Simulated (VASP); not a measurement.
Wanted: the native input for a VASP 6.6.1 run.

| Property | Result |
| --- | --- |
| Task | relaxation of cell and atoms |
| Functional | PBE |
| Potentials or basis | VASP PAW PBE potentials, release 64 (Mo_sv) |
| Cutoff | 600 eV |
| k mesh | 14 × 14 × 14 |
| Occupations | fermi-dirac, width 0.1 eV |
| Spin | no spin polarisation |
| Target pressure | 5 GPa |
| Dipole correction | no |
| Further INCAR settings | ALGO = Normal; EDIFF = 1e-07; IBRION = 2; EDIFFG = -0.01; NSW = 80; ISIF = 3 |

The structure of Mo lies in POSCAR:

```
Mo
1.0
    0.0000000000      2.7250000000      2.7250000000
    2.7250000000      0.0000000000      2.7250000000
    2.7250000000      2.7250000000      0.0000000000
Mo
2
Direct
    0.0000000000      0.0000000000      0.0000000000
    0.2500000000      0.2500000000      0.2500000000
```

This isn't the form of Mo at room conditions, which is bcc.

The input as run:

INCAR

```
SYSTEM = Mo
PREC = Accurate ; ENCUT = 600
EDIFF = 1E-7 ; ISMEAR = -1
SIGMA = 0.1 ; LREAL = .False.
LASPH = .True. ; NELM = 100
ALGO = Normal ; ISIF = 3
LWAVE = .False. ; LCHARG = .False.
GGA = PE ; IBRION = 2
NSW = 80 ; EDIFFG = -0.01
PSTRESS = 50.0
```

KPOINTS

```
regular mesh
0
Gamma
  14 14 14
  0 0 0
```

Potentials or basis: VASP PAW PBE potentials, release 64 (Mo_sv).

Run with:

```console
$ cat potpaw_PBE.64/Mo_sv/POTCAR > POTCAR
$ mpirun -np 1 vasp_std > vasp.out
```

Results of the run:

- Relaxed volume: 22.15 Å³/atom
- Relaxed cell: a = 3.971 Å, b = 3.971 Å, c = 3.971 Å, α = 60.00°, β = 60.00°, γ = 60.00°
- Space group after relaxing (to 0.1 Å): Fd-3m (No. 227)
- Energy change on relaxing (the run minimises the enthalpy): -134.6 meV/atom
- Ionic steps: 4
- Pressure after relaxing: 5.0 GPa
- Band gap on the k mesh: zero (bands 14 and 15 overlap by 0.60 eV)

Caveat: the cell is relaxed towards a set pressure, so the run minimises the enthalpy, not the energy.

It took 5.5 min on 1 thread of Intel Xeon 8259CL (shared host), peak memory 0.21 GiB.
